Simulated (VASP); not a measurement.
# TiSi2 (Immm) in VASP: single point with PBE+U

Aim: the single point of TiSi2 with PBE+U.

Everything below comes from runs of VASP 6.6.1. Logs are shortened: lines on timing, memory, paths and dates and some standing lists are left out, and cuts for length are marked.

## (1) The cell of the first run

Symmetry: Immm, No. 71, orthorhombic system. The conventional cell has a = 3.168 Å, b = 3.269 Å, c = 9.557 Å, α = 90.00°, β = 90.00°, γ = 90.00°. Within 3.8 Å of Ti (site symmetry mmm) lie 10 Si at 2.91 to 2.94 Å and 4 Ti at 3.17 to 3.27 Å. Si (site symmetry mm2) has 8 Si at 2.50 to 3.27 Å and 5 Ti at 2.91 to 2.94 Å within 3.3 Å.

## (2) Single point, PBE+U

INCAR

```
SYSTEM = TiSi2
PREC = Accurate
ENCUT = 520
EDIFF = 1E-6
ISMEAR = -1
SIGMA = 0.05
LREAL = .False.
LASPH = .True.
NELM = 150
ALGO = Normal
ISIF = 2
LWAVE = .False.
LCHARG = .False.
LMAXMIX = 4
LDAU = .True.
LDAUTYPE = 2
LDAUL = 2 -1
LDAUU = 6 0
LDAUJ = 0 0
LDAUPRINT = 1
GGA = PE
NBANDS = 17
```

KPOINTS

```
regular mesh
0
Gamma
  12 12 12
  0 0 0
```

POSCAR

```
TiSi2
1.0
   -1.5841839075      1.6345477533      4.7783724992
    1.5841839075     -1.6345477533      4.7783724992
    1.5841839075      1.6345477533     -4.7783724992
Ti Si
1 2
Direct
    0.0000000000      0.0000000000      0.0000000000
    0.6953880777      0.6953880777      0.0000000000
    0.3046119223      0.3046119223      0.0000000000
```

Potentials or basis: VASP PAW PBE potentials, release 64 (Ti_sv, Si).

Launch:

```sh
> cat potpaw_PBE.64/Ti_sv/POTCAR potpaw_PBE.64/Si/POTCAR > POTCAR
> mpirun -np 1 vasp_std > vasp.out
```

OUTCAR:

```text
SYSTEM = TiSi2
   PREC = Accurate
   ENCUT = 520
   EDIFF = 1E-6
   ISMEAR = -1
   LREAL = .False.
   LASPH = .True.
   NELM = 150
   ISIF = 2
   GGA = PE

 ion  position               nearest neighbor table
   1  0.000  0.000  0.000-   2 2.91   3 2.91   2 2.94   3 2.94   2 2.94   2 2.94   2 2.94   3 2.94
                             3 2.94   3 2.94
   2  0.695  0.695  0.000-   3 2.50   3 2.50   3 2.50   3 2.50   1 2.91   1 2.94   1 2.94   1 2.94
                             1 2.94
   3  0.305  0.305  0.000-   2 2.50   2 2.50   2 2.50   2 2.50   1 2.91   1 2.94   1 2.94   1 2.94
                             1 2.94

  LATTYP: Found a body centered orthorhombic cell.
 ALAT       =     3.1683678150
 B/A-ratio  =     1.0317916661
 C/A-ratio  =     3.0162991030

  Lattice vectors:

 A1 = (  -1.5841839075,   1.6345477533,   4.7783724992)
 A2 = (   1.5841839075,  -1.6345477533,   4.7783724992)
 A3 = (   1.5841839075,   1.6345477533,  -4.7783724992)

Analysis of symmetry for initial positions (statically):
=====================================================================
 Subroutine PRICEL returns:
 Original cell was already a primitive cell.

 Routine SETGRP: Setting up the symmetry group for a
 body centered orthorhombic supercell.

 Subroutine GETGRP returns: Found  8 space group operations
 (whereof  8 operations were pure point group operations)
 out of a pool of  8 trial point group operations.

The static configuration has the point symmetry D_2h.

Analysis of symmetry for dynamics (positions and initial velocities):
=====================================================================
 Subroutine PRICEL returns:
 Original cell was already a primitive cell.

 Routine SETGRP: Setting up the symmetry group for a
 body centered orthorhombic supercell.

 Subroutine GETGRP returns: Found  8 space group operations
 (whereof  8 operations were pure point group operations)
 out of a pool of  8 trial point group operations.

The dynamic configuration has the point symmetry D_2h.

 Subroutine INISYM returns: Found  8 space group operations
 (whereof  8 operations are pure point group operations),
 and found     1 'primitive' translations

----------------------------------------------------------------------------------------

                                     Primitive cell

  volume of cell :      49.4929

  direct lattice vectors                    reciprocal lattice vectors
    -1.584183907  1.634547753  4.778372499     0.000000000  0.305895009  0.104638138
     1.584183907 -1.634547753  4.778372499     0.315619921  0.000000000  0.104638138
     1.584183907  1.634547753 -4.778372499     0.315619921  0.305895009  0.000000000

  length of vectors
     5.292846942  5.292846942  5.292846942     0.323296917  0.332513270  0.439531218

  position of ions in fractional coordinates (direct lattice)
     0.000000000  0.000000000  0.000000000
     0.695388078  0.695388078  0.000000000
     0.304611922  0.304611922  0.000000000

  ion indices of the primitive-cell ions
   primitive index   ion index
                 1           1
                 2           2
                 3           3

----------------------------------------------------------------------------------------

 KPOINTS: regular mesh

Automatic generation of k-mesh.
 Grid dimensions read from file:
[... 48 lines left out ...]
   number of dos      NEDOS =    301   number of ions     NIONS =      3
   total plane-waves  NPLWV =  64000
   dimension x,y,z NGX =    40 NGY =   40 NGZ =   40
   dimension x,y,z NGXF=    80 NGYF=   80 NGZF=   80
   ions per type =               1   2
   NGX,Y,Z   is equivalent  to a cutoff of  12.56, 12.56, 12.56 a.u.
   NGXF,Y,Z  is equivalent  to a cutoff of  25.13, 25.13, 25.13 a.u.
 SYSTEM =  TiSi2
   PREC   = accura    normal or accurate (medium, high low for compatibility)
   ISTART =      0    job   : 0-new  1-cont  2-samecut
   ICHARG =      2    charge: 1-file 2-atom 10-const
   ISPIN  =      1    spin polarized calculation?
   LNONCOLLINEAR =      F non collinear calculations
   LSORBIT =      F    spin-orbit coupling
   LASPH  =      T    aspherical Exc in radial PAW
   ENCUT  =  520.0 eV  38.22 Ry    6.18 a.u.   9.84  9.84  9.84*2*pi/ulx,y,z
   NELM   =    150;   NELMIN=  2; NELMDL= -5     # of ELM steps
   EDIFF  = 0.1E-05   stopping-criterion for ELM
   LREAL  =      F    real-space projection
   EDIFFG = 0.1E-04   stopping-criterion for IOM
   NSW    =      0    number of steps for IOM
   IBRION =     -1    ionic relax: 0-MD 1-quasi-New 2-CG
   NFREE  =      0    steps in history (QN), initial steepest desc. (CG)
   ISIF   =      2    stress and relaxation
   ISYM   =      2    0-nonsym 1-usesym 2-fastsym
   POTIM  = 0.5000    time-step for ionic-motion
   TEBEG  =    0.0;   TEEND  =   0.0 temperature during run
   PSTRESS=    0.0 pullay stress
   NELECT =      20.0000    total number of electrons
   NUPDOWN=      -1.0000    fix difference up-down
   EMIN   =  10.00;   EMAX   =-10.00  energy-range for DOS
   EFERMI =   0.00;   METHOD = LEGACY
   ISMEAR =    -1;   SIGMA  =   0.05  broadening in eV -4-tet -1-fermi 0-gaus
   EFERMI_NEDOS =   21; number of points for ismear=-14 and -15
   IALGO  =     38    algorithm
   IMIX   =      4    mixing-type and parameters
     AMIX     =   0.40;   BMIX     =  1.00
     AMIX_MAG =   1.60;   BMIX_MAG =  1.00
  volume/ion in A,a.u.               =      16.50       111.33
  Fermi-wavevector in a.u.,A,eV,Ry     =   1.210330  2.287192 19.931154  1.464898
  Thomas-Fermi vector in A             =   2.345880
   LORBIT       =      0    0 simple, 1 ext, 2 COOP (PROOUT), +10 PAW based schemes
 LDA+U is selected, type is set to LDAUTYPE =  2
   angular momentum for each species LDAUL =     2   -1
   U (eV)           for each species LDAUU =   6.0  0.0
   J (eV)           for each species LDAUJ =   0.0  0.0
   GGA     = PE    functional components
   LHFCALC =     F    Hartree Fock is set to
   AEXX    =    0.0000 exact exchange contribution
   IVDW    =     0    specifies the selected vdW correction
   LEPSILON=     F    determine dielectric tensor
   LRPA    =     F    only Hartree local field effects (RPA)
 non-spin polarized calculation
  energy-cutoff  :      520.00
  volume of cell :       49.49
 maximum number of plane-waves:      1351
   NGX = 19   NGY = 19   NGZ = 19

atom =   1  type =  1  l = 2

 onsite density matrix

spin component  1

  0.0604  0.0000  0.0000  0.0000 -0.0000
  0.0000  0.1340  0.0000 -0.0000  0.0000
  0.0000  0.0000  0.1429  0.0000 -0.0077
  0.0000 -0.0000  0.0000  0.1369  0.0000
 -0.0000  0.0000 -0.0077  0.0000  0.3613

spin component  2

  0.0604  0.0000  0.0000  0.0000 -0.0000
  0.0000  0.1340  0.0000 -0.0000  0.0000
  0.0000  0.0000  0.1429  0.0000 -0.0077
  0.0000 -0.0000  0.0000  0.1369  0.0000
 -0.0000  0.0000 -0.0077  0.0000  0.3613

 occupancies and eigenvectors

  o =  0.0604  v =  1.0000  0.0000  0.0000  0.0000  0.0000  0.0000  0.0000  0.0000  0.0000  0.0000      0.0000  0.0000  0.0000  0.0000  0.0000  0.0000  0.0000  0.0000  0.0000  0.0000
  o =  0.0604  v =  0.0000  0.0000  0.0000  0.0000  0.0000  1.0000  0.0000  0.0000  0.0000  0.0000      0.0000  0.0000  0.0000  0.0000  0.0000  0.0000  0.0000  0.0000  0.0000  0.0000
  o =  0.1340  v =  0.0000 -1.0000 -0.0000  0.0000  0.0000  0.0000  0.0000  0.0000  0.0000  0.0000      0.0000  0.0000  0.0000  0.0000  0.0000  0.0000  0.0000  0.0000  0.0000  0.0000
  o =  0.1340  v =  0.0000  0.0000  0.0000  0.0000  0.0000  0.0000 -1.0000 -0.0000  0.0000  0.0000      0.0000  0.0000  0.0000  0.0000  0.0000  0.0000  0.0000  0.0000  0.0000  0.0000
  o =  0.1369  v =  0.0000  0.0000  0.0000 -1.0000  0.0000  0.0000  0.0000  0.0000  0.0000  0.0000      0.0000  0.0000  0.0000  0.0000  0.0000  0.0000  0.0000  0.0000  0.0000  0.0000
  o =  0.1369  v =  0.0000  0.0000  0.0000  0.0000  0.0000  0.0000  0.0000  0.0000 -1.0000  0.0000      0.0000  0.0000  0.0000  0.0000  0.0000  0.0000  0.0000  0.0000  0.0000  0.0000
  o =  0.1427  v =  0.0000  0.0000  0.0000  0.0000  0.0000  0.0000 -0.0000  0.9994  0.0000  0.0350      0.0000  0.0000  0.0000  0.0000  0.0000  0.0000  0.0000  0.0000  0.0000  0.0000
  o =  0.1427  v =  0.0000 -0.0000  0.9994  0.0000  0.0350  0.0000  0.0000  0.0000  0.0000  0.0000      0.0000  0.0000  0.0000  0.0000  0.0000  0.0000  0.0000  0.0000  0.0000  0.0000
  o =  0.3615  v =  0.0000  0.0000  0.0000  0.0000  0.0000  0.0000 -0.0000  0.0350  0.0000 -0.9994      0.0000  0.0000  0.0000  0.0000  0.0000  0.0000  0.0000  0.0000  0.0000  0.0000
  o =  0.3615  v =  0.0000 -0.0000  0.0350  0.0000 -0.9994  0.0000  0.0000  0.0000  0.0000  0.0000      0.0000  0.0000  0.0000  0.0000  0.0000  0.0000  0.0000  0.0000  0.0000  0.0000

 number of electron      20.0000000 magnetization

 Free energy of the ion-electron system (eV)
  ---------------------------------------------------
  ext. energy  EPLUGINS =         0.00000000
  ---------------------------------------------------
  free energy    TOTEN  =       -14.87805893 eV

  energy without entropy =      -14.86521125  energy(sigma->0) =      -14.87163509

 E-fermi :   8.8512     XC(G=0): -11.0076

 val. band max:        8.8488911115   @ k =   0.5000  -0.4167   0.3333
 cond. band min:       8.8535495870   @ k =   0.4167  -0.4167   0.2500
 fundamental gap:      0.0046584755
 Fermi energy:         8.8511686440

 k-point     1 :       0.0000    0.0000    0.0000
  band No.  band energies     occupation
      1     -49.9752      2.00000
      2     -26.3835      2.00000
      3     -26.0068      2.00000
      4     -25.9441      2.00000
      5      -3.8239      2.00000
      6       3.5333      2.00000
[... 457 lines left out ...]
      4     -25.9728      2.00000
      5      -1.7623      2.00000
      6       2.3066      2.00000
[... 9 lines left out ...]
     16      12.8960      0.00000
     17      14.7435      0.00000

 [... further k-points ...]

------------------------ aborting loop because EDIFF is reached ----------------------------------------

  FORCE on cell =-STRESS in cart. coord.  units (eV):
  Direction    XX          YY          ZZ          XY          YZ          ZX
  --------------------------------------------------------------------------------------
  -------------------------------------------------------------------------------------
  Total       -1.0682986     -1.5629353     -4.2595241      0.0000000      0.0000000      0.0000000
  in kB      -34.5827917    -50.5950894   -137.8886290      0.0000000      0.0000000      0.0000000
  external PRESSURE =     -74.3555034 kB  Pullay stress =       0.0000000 kB

 VOLUME and BASIS-vectors are now :
 -----------------------------------------------------------------------------
  energy-cutoff  :      520.00
  volume of cell :       49.49
      direct lattice vectors                 reciprocal lattice vectors
    -1.584183907  1.634547753  4.778372499     0.000000000  0.305895009  0.104638138
     1.584183907 -1.634547753  4.778372499     0.315619921  0.000000000  0.104638138
     1.584183907  1.634547753 -4.778372499     0.315619921  0.305895009  0.000000000

 POSITION                                       TOTAL-FORCE (eV/Angst)
 -----------------------------------------------------------------------------------
      0.00000      0.00000      0.00000        -0.000000      0.000000      0.000000
      0.00000      0.00000      6.64565        -0.000000     -0.000000     -0.792452
      0.00000      0.00000      2.91110         0.000000      0.000000      0.792452
 -----------------------------------------------------------------------------------
    total drift:                               -0.000000      0.000000     -0.000000

  FREE ENERGIE OF THE ION-ELECTRON SYSTEM (eV)
  ---------------------------------------------------
  free  energy   TOTEN  =       -14.8780589312 eV

  energy  without entropy=      -14.8652112540  energy(sigma->0) =      -14.87163509
```

It took 13 min on 1 thread of AMD EPYC 7R43 (Zen 3), shared host; peak memory 0.36 GiB.

What came out:

* Free energy: -14.8781 eV
* Pressure: -7.4 GPa
* Largest force: 0.792 eV/Å
* Band gap on the k mesh: zero (bands 10 and 11 overlap by 2.25 eV)

Forces in eV/Å, atoms in the order of the input:
```
Ti   0.000  0.000  0.000
Si   0.000  0.000 -0.792
Si   0.000  0.000  0.792
```

Levels at points of the mesh, in eV from the Fermi level:
```
           k point  band 8  band 9  band 10  band 11  band 12  band 13
(0.00, 0.00, 0.00)   -1.19   -1.06    -0.53     2.26     2.27     3.00
(0.50, 0.00, 0.00)   -3.79   -0.93     1.22     1.87     2.04     2.63
(0.00, 0.50, 0.00)   -3.65   -0.78     0.86     1.67     2.05     2.62
(0.50, 0.50, 0.00)   -5.52   -2.63    -1.08    -0.31     0.70     1.86
(0.50, 0.50, 0.50)   -0.78   -0.68     0.10     1.23     1.50     1.58
```

Eigenvalues of the final occupation matrices:
```csv
site,spin,trace,eigenvalues
site 1 d,1,0.84,0.06 0.13 0.14 0.14 0.36
site 1 d,2,0.84,0.06 0.13 0.14 0.14 0.36
```

Caveat: the cell stands under tension; U without spin polarisation on a metal has little footing; the U is typed as a test and isn't derived for this compound.
